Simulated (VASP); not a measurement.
A run of VASP 6.6.1:

The input INCAR:

```
PREC     = Accurate       # precision mode
ENCUT    = 520            # plane-wave cutoff, eV
EDIFF    = 1E-6           # SCF threshold, eV
ISMEAR   = 0              # smearing method
SIGMA    = 0.15           # smearing width, eV
LREAL    = F              # projectors in reciprocal space
LASPH    = T              # aspherical terms in the spheres
NELM     = 100            # most SCF steps
ALGO     = Fast           # electronic algorithm
ISIF     = 2              # what is computed and relaxed
LWAVE    = F              # write WAVECAR
LCHARG   = F              # write CHGCAR
GGA      = PS             # functional
NBANDS   = 12             # bands
```

The input KPOINTS:

```
regular mesh
0
Gamma
  20 20 20
```

The input POSCAR:

```
Ag
1.0
    0.0000000000      2.1248240000      2.2065480000
    2.1248240000      0.0000000000      2.2065480000
    2.1248240000      2.1248240000      0.0000000000
Ag
1
Direct
    0.0000000000      0.0000000000      0.0000000000
```

Potentials or basis: VASP PAW PBE potentials, release 64 (Ag).

The run is started by

```console
$ cat potpaw_PBE.64/Ag/POTCAR > POTCAR
$ mpirun -np 1 vasp_std > vasp.out
```

Hardware: 1 thread of AMD EPYC 9R45 (Zen 5), with other jobs on the host.

Problem. Estimate the wall time of this run.

Solution. Run time: 52 s on 1 thread of AMD EPYC 9R45 (Zen 5), with other jobs on the host, peak memory 0.22 GiB. Counts: scf iterations 11, k points 641.
